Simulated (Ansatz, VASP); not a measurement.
# One calculation of KNa, two programs

```
K Na
1.0
     0.00000    3.89576    3.89576
     3.89576    0.00000    3.89576
     3.89576    3.89576    0.00000
K Na
1 1
Direct
  0.00000 0.00000 0.00000
  0.50000 0.50000 0.50000
```

Alike in both runs: functional PBE; k mesh 6 × 6 × 6; occupations gaussian, width 0.1 eV; no spin polarisation.

Ansatz relaxed the structure, and its values are those at the end. VASP's run is a single point on that final structure, the one shown.

|  | VASP | Ansatz |
| --- | --- | --- |
| version | VASP 6.6.1 | Ansatz 0.2.0 |
| potentials or method | VASP PAW PBE potentials, release 64 (K_sv, Na_pv), cutoff 520 eV | scalar-relativistic, plane waves, PAW |
| valence electrons in the cell | 16 | 18 |

|  | VASP | Ansatz | Ansatz less VASP |
| --- | --- | --- | --- |
| gap on the k mesh at the Fermi level (eV) | none | none | - |
| pressure (GPa) | 0.1 | 0.1 | +0.01 |

A gap of «none» marks a metal or a gap that the smearing closes. VASP's potentials hold 16 valence electrons a cell and Ansatz's 18, so a difference there can come from the potentials and not from the codes.
